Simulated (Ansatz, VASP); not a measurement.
**Two plane-wave programs on ZrO2**

File INCAR:

```
  PREC = Accurate
  ENCUT = 600
  EDIFF = 1E-6
  ISMEAR = -1
  SIGMA = 0.02
  LREAL = False
  LASPH = True
  NELM = 120
  ALGO = Normal
  ISIF = 2
  LWAVE = False
  LCHARG = False
  GGA = PE
  NBANDS = 19
  GGA_COMPAT = False
```

File KPOINTS:

```
Automatic mesh
0
Gamma
  8 8 8
```

POSCAR

```
ZrO2
1.0
    0.0000000000      2.4683721782      2.4683721782
    2.4683721782      0.0000000000      2.4683721782
    2.4683721782      2.4683721782      0.0000000000
Zr O
1 2
Direct
    0.0000000000      0.0000000000      0.0000000000
    0.2500000000      0.2500000000      0.2500000000
    0.7500000000      0.7500000000      0.7500000000
```

Input for Ansatz:

```yaml
crystal:
  lattice:
    - [0.0, 2.4683721782, 2.4683721782]
    - [2.4683721782, 0.0, 2.4683721782]
    - [2.4683721782, 2.4683721782, 0.0]
  atoms:
    - { symbol: Zr, position: [0.0, 0.0, 0.0] }
    - { symbol: O, position: [0.25, 0.25, 0.25] }
    - { symbol: O, position: [0.75, 0.75, 0.75] }
kpoints:
  mp_grid: { grid: [8, 8, 8] }
  band_path:
    path:
      - [0.0, 0.0, 0.0]
      - [0.5, 0.0, 0.5]
      - [0.625, 0.25, 0.625]
      - [0.375, 0.375, 0.75]
      - [0.5, 0.5, 0.5]
      - [0.5, 0.25, 0.75]
      - [0.0, 0.5, 0.5]
    npoints: 1
hamiltonian:
  xc: pbe
scf:
  occupations: { method: fermi_dirac, width: 0.02 }
  n_extra_bands: 4
output:
  forces: true
  stress: true
  eigenvalues: true
```

Change from the starting cell: hydrostatic strain -3.0%.

Alike in both runs: task single point; functional PBE; k mesh 8 × 8 × 8; occupations fermi-dirac, width 0.02 eV; no spin polarisation.

|  | VASP | Ansatz |
| --- | --- | --- |
| version | VASP 6.6.1 | Ansatz 0.2.0 |
| potentials or method | VASP PAW PBE potentials, release 64 (Zr_sv, O) | plane waves, PAW |
| plane-wave cutoff (eV) | 600 | 420 |
| valence electrons in the cell | 24 | 24 |

Ansatz gave:

* gap on the k mesh at the Fermi level (eV): 3.61
* pressure (GPa): 31.6

Problem. Which values does VASP return?

Solution. gap on the k mesh at the Fermi level (eV): 3.60; pressure (GPa): 31.8.

Both programs put the cell under a high pressure, so it lies far from rest at this level.
